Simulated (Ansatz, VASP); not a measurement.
## MgO: VASP beside Ansatz

Contents of POSCAR:

```
MgO
1.0
    0.0000000000      2.2822000000      2.2822000000
    2.2822000000      0.0000000000      2.2822000000
    2.2822000000      2.2822000000      0.0000000000
Mg O
1 1
Direct
    0.0000000000      0.0000000000      0.0000000000
    0.2500000000      0.2500000000      0.2500000000
```

INCAR.step1

```
SYSTEM = MgO
  PREC = Accurate
  ENCUT = 520
  EDIFF = 1E-5
  ISMEAR = 0
  SIGMA = 0.02
  LREAL = .False.
  LASPH = .True.
  NELM = 80
  ALGO = Normal
  ISIF = 2
  LWAVE = .True.
  LCHARG = .False.
  NBANDS = 11
  GGA = PE
```

File INCAR.step2:

```
SYSTEM = MgO
  PREC = Accurate
  ENCUT = 520
  EDIFF = 1E-6
  ISMEAR = 0
  SIGMA = 0.02
  LREAL = .False.
  LASPH = .True.
  NELM = 80
  ALGO = Normal
  ISIF = 2
  LWAVE = .False.
  LCHARG = .False.
  GGA = PE
  LHFCALC = .True.
  HFSCREEN = 0.2079
  PRECFOCK = Normal
  NBANDS = 11
  ISTART = 1
```

The input KPOINTS:

```
Automatic mesh
0
Gamma
  6 6 6
  0 0 0
```

Input for Ansatz:

```yaml
crystal:
  lattice:
    - [0.0, 2.2822, 2.2822]
    - [2.2822, 0.0, 2.2822]
    - [2.2822, 2.2822, 0.0]
  atoms:
    - { symbol: Mg, position: [0.0, 0.0, 0.0] }
    - { symbol: O, position: [0.25, 0.25, 0.25] }
basis:
  ecutwfc: 420
kpoints:
  mp_grid: { grid: [6, 6, 6] }
hamiltonian:
  xc: hse06
scf:
  occupations: { method: gaussian, width: 0.02 }
output:
  forces: true
  stress: true
  eigenvalues: true
```

Alike in both runs: task single point; functional HSE06; k mesh 6 × 6 × 6; occupations gaussian, width 0.02 eV; no spin polarisation.

|  | VASP | Ansatz |
| --- | --- | --- |
| version | VASP 6.6.1 | Ansatz 0.2.0 |
| potentials or method | VASP PAW PBE potentials, release 64 (Mg, O), cutoff 520 eV | scalar-relativistic, plane waves, PAW |
| valence electrons in the cell | 8 | 16 |

Ansatz gave:

* gap on the k mesh at the Fermi level (eV): 5.27
* least direct gap on the mesh (eV): 5.27
* pressure (GPa): -0.1

What did VASP give for the same quantities?

gap on the k mesh at the Fermi level (eV): 5.24; least direct gap on the mesh (eV): 5.24; pressure (GPa): -0.1.

VASP's potentials hold 8 valence electrons a cell and Ansatz's 16, so a difference there can come from the potentials and not from the codes. Ansatz's warnings: stress exchange threshold loose, stress scf threshold loose.
